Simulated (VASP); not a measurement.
**Be18H4C: single point with PBEsol**

System: Be18H4C, a slab with vacuum.

```
CELL_PARAMETERS angstrom
4.58000 0.00000 0.00000
3.43500 5.94960 0.00000
0.00000 0.00000 16.58843
ATOMIC_POSITIONS crystal
Be 0.00000 0.00000 0.06028
Be 0.50000 0.00000 0.06028
Be 0.00000 0.33333 0.06028
Be 0.50000 0.33333 0.06028
Be 0.00000 0.66667 0.06028
Be 0.50000 0.66667 0.06028
Be 0.83287 0.22246 0.17031
Be 0.33288 0.22246 0.17031
Be 0.83286 0.55583 0.17035
Be 0.33286 0.55582 0.17035
Be 0.83286 0.88916 0.17033
Be 0.33286 0.88916 0.17034
Be 0.99995 0.00006 0.28037
Be 0.50000 0.00005 0.28036
Be 0.00009 0.33325 0.28035
Be 0.50005 0.33326 0.28036
Be 0.99998 0.66671 0.28042
Be 0.49999 0.66670 0.28046
C 0.71722 0.66060 0.51024
H 0.47153 0.68547 0.49078
H 0.91834 0.49786 0.48784
H 0.75247 0.79589 0.48556
H 0.72638 0.66318 0.57635
```

- Program: VASP 6.6.1
- Task: single point
- Functional: PBEsol
- Potentials or basis: VASP PAW PBE potentials, release 64 (Be, C, H)
- Cutoff: 520 eV
- k mesh: 5 × 4 × 1
- Occupations: fermi-dirac, width 0.15 eV
- Spin: no spin polarisation

```
Largest force          : 0.031 eV/Å
Band gap on the k mesh : zero (bands 22 and 23 overlap by 0.85 eV)
```

Forces in eV/Å, atoms in the order of the input:
```
Be   0.000  0.001 -0.013
Be   0.001  0.000 -0.013
Be   0.000  0.000 -0.014
Be   0.001 -0.001 -0.013
Be   0.000  0.000 -0.012
Be   0.001  0.000 -0.011
Be  -0.001  0.000  0.002
Be   0.001  0.000 -0.001
Be   0.000 -0.001  0.004
Be   0.000 -0.001 -0.003
Be   0.001  0.001 -0.002
Be  -0.001  0.001  0.000
Be   0.000 -0.001  0.012
Be   0.000  0.003  0.013
Be   0.000 -0.001  0.011
Be   0.000  0.001  0.012
Be   0.005 -0.001  0.013
Be  -0.005 -0.001  0.013
C   -0.001  0.003 -0.006
H   -0.020  0.001 -0.006
H    0.010 -0.022 -0.012
H    0.010  0.014 -0.008
H    0.001  0.003  0.031
```

Levels at points of the mesh, in eV from the Fermi level:
```
           k point  band 18  band 19  band 20  band 21  band 22  band 23  band 24  band 25  band 26  band 27
(0.00, 0.00, 0.00)    -1.81    -1.75    -0.87    -0.87    -0.04    -0.04     2.10     2.10     2.86     3.60
(0.00, 0.50, 0.00)    -1.81    -1.74    -1.74    -0.82    -0.80    -0.04    -0.04     2.86     2.86     3.60
```

Run time: 6.2 min on 1 thread of Oxide Virtual Turin-like Processor (shared host), peak memory 0.54 GiB.

Caveat: there is no dipole correction, which matters where the two faces differ; the PAW data sets were made with another functional, which shifts forces and pressure a little.
